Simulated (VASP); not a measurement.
Wanted: the native input for a VASP 6.6.1 run.

```yaml
Task: single point
Functional: PBE
Potentials_or_basis: VASP PAW PBE potentials, release 64 (Ga_d, P)
Cutoff: 500 eV
k_mesh: 6 × 6 × 6
Occupations: gaussian, width 0.01 eV
Spin: no spin polarisation
Dipole_correction: no
Further_INCAR_settings: ALGO = Normal; EDIFF = 1e-06; NBANDS = 16
```

The structure of GaP (gwk.c) lies in POSCAR:

```
GaP
1.0
    0.0000000000      2.7529801885      2.7529801885
    2.7529801885      0.0000000000      2.7529801885
    2.7529801885      2.7529801885      0.0000000000
Ga P
1 1
Direct
    0.0000000000      0.0000000000      0.0000000000
    0.2500000000      0.2500000000      0.2500000000
```

The input as run:

INCAR

```
SYSTEM = GaP
PREC = Accurate
ENCUT = 500
EDIFF = 1E-6
ISMEAR = 0
SIGMA = 0.01
LREAL = .FALSE.
LASPH = .TRUE.
NELM = 120
ALGO = Normal
ISIF = 2
LWAVE = .FALSE.
LCHARG = .FALSE.
GGA = PE
NBANDS = 16
GGA_COMPAT = .FALSE.
```

KPOINTS

```
regular mesh
0
G
  6 6 6
  0 0 0
```

Potentials or basis: VASP PAW PBE potentials, release 64 (Ga_d, P).

Launch:

```console
$ cat potpaw_PBE.64/Ga_d/POTCAR potpaw_PBE.64/P/POTCAR > POTCAR
$ mpirun -np 1 vasp_std > vasp.out
```

Results of the run:

- Pressure: -0.1 GPa
- Band gap on the k mesh: 1.57 eV, direct

It took 14 s on 1 thread of Intel Xeon 8259CL, with other jobs on the host, peak memory 0.15 GiB.
